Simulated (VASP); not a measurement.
A run of VASP 6.6.1:

Contents of POSCAR:

```
Si
1.0
    0.0000000000      2.7221188956      2.7493400846
    2.7221188956      0.0000000000      2.7493400846
    2.7221188956      2.7221188956      0.0000000000
Si
2
Direct
    0.0000000000      0.0000000000      0.0000000000
    0.2500000000      0.2500000000      0.2500000000
```

The input INCAR.step1:

```
PREC     = Accurate       # precision mode
ENCUT    = 520            # plane-wave cutoff, eV
EDIFF    = 1E-5           # SCF threshold, eV
ISMEAR   = 0              # smearing method
SIGMA    = 0.01           # smearing width, eV
LREAL    = F              # projectors in reciprocal space
LASPH    = T              # aspherical terms in the spheres
NELM     = 100            # most SCF steps
ALGO     = Normal         # electronic algorithm
ISIF     = 2              # what is computed and relaxed
LWAVE    = T              # write WAVECAR
LCHARG   = F              # write CHGCAR
GGA      = PE             # functional
NBANDS   = 11             # bands
```

Contents of INCAR.step2:

```
PREC     = Accurate       # precision mode
ENCUT    = 520            # plane-wave cutoff, eV
EDIFF    = 1E-7           # SCF threshold, eV
ISMEAR   = 0              # smearing method
SIGMA    = 0.01           # smearing width, eV
LREAL    = F              # projectors in reciprocal space
LASPH    = T              # aspherical terms in the spheres
NELM     = 100            # most SCF steps
ALGO     = Normal         # electronic algorithm
ISIF     = 2              # what is computed and relaxed
LWAVE    = F              # write WAVECAR
LCHARG   = F              # write CHGCAR
GGA      = PE             # functional
LHFCALC  = T              # exact exchange
HFSCREEN = 0.2079         # screening, 1/A
PRECFOCK = Normal       
ISTART   = 1            
NBANDS   = 11             # bands
```

The input KPOINTS:

```
regular mesh
0
Gamma
  6 6 6
```

Potentials or basis: VASP PAW PBE potentials, release 64 (Si).

Command:

```sh
$ cat potpaw_PBE.64/Si/POTCAR > POTCAR
$ cp INCAR.step1 INCAR
$ mpirun -np 1 vasp_std > vasp.out
$ cp INCAR.step2 INCAR
$ mpirun -np 1 vasp_std > vasp.out
```

Hardware: 1 thread of Intel(R) Xeon(R) Platinum 8259CL CPU @ 2.50GHz (Skylake/Cascade Lake) (shared host).

Question: How long does it take, and how much memory?

Answer: Wall time 19 min on 1 thread of Intel(R) Xeon(R) Platinum 8259CL CPU @ 2.50GHz (Skylake/Cascade Lake), on a shared host, peak memory 0.27 GiB. Counts: k points 30.
